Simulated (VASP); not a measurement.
Mo: relaxation of cell and atoms with PBEsol

Crystal: Mo.

```xyz
1
Lattice="-1.5646 1.5646 1.5646 1.5646 -1.5646 1.5646 1.5646 1.5646 -1.5646" Properties=species:S:1:pos:R:3 pbc="T T T"
Mo    0.0000    0.0000    0.0000
```

- Program: VASP 6.6.1
- Task: relaxation of cell and atoms
- Functional: PBEsol
- Potentials or basis: VASP PAW PBE potentials, release 64 (Mo_sv)
- Cutoff: 600 eV
- k mesh: 20 × 20 × 20
- Occupations: fermi-dirac, width 0.15 eV
- Spin: no spin polarisation
- Dipole correction: no
- Further INCAR settings: ALGO = Fast; EDIFF = 1e-06; IBRION = 2; EDIFFG = -0.001; NSW = 80; ISIF = 3

```yaml
Relaxed_volume: 15.36 Å³/atom
Relaxed_cell: a = 2.712 Å, b = 2.712 Å, c = 2.712 Å, α = 109.47°, β = 109.47°, γ = 109.47°
Space_group_after_relaxing_to_0.05_Å: Im-3m (No. 229)
Energy_gained_by_relaxing: 0.1 meV/atom
Ionic_steps: 15
Pressure_after_relaxing: 0.0 GPa
Band_gap_on_the_k_mesh: zero (band 7 reaches 16.86 eV, above the bottom of band 8 at 11.35 eV)
```

Final structure:
```
Mo
1.0
    -1.56593    1.56593    1.56593
     1.56593   -1.56593    1.56593
     1.56593    1.56593   -1.56593
Mo
1
Direct
  0.00000 0.00000 0.00000
```

Levels at points of the mesh, in eV from the Fermi level:
```csv
k point,band 4,band 5,band 6,band 7,band 8,band 9,band 10,band 11
"(0.00, 0.00, 0.00)",-34.43,-7.33,-1.39,-1.39,-1.39,1.69,1.69,14.85
"(0.50, 0.00, 0.00)",-34.44,-5.45,-3.48,1.69,1.74,2.38,4.92,11.92
"(0.50, 0.50, 0.50)",-35.45,-5.59,-5.59,4.13,4.13,4.13,9.17,9.17
```

Run time: 75 s on 1 thread of Intel(R) Xeon(R) 6975P-C (Granite Rapids) (shared host), peak memory 0.19 GiB.

Caveat: the PAW data sets were made with another functional, which shifts forces and pressure a little.
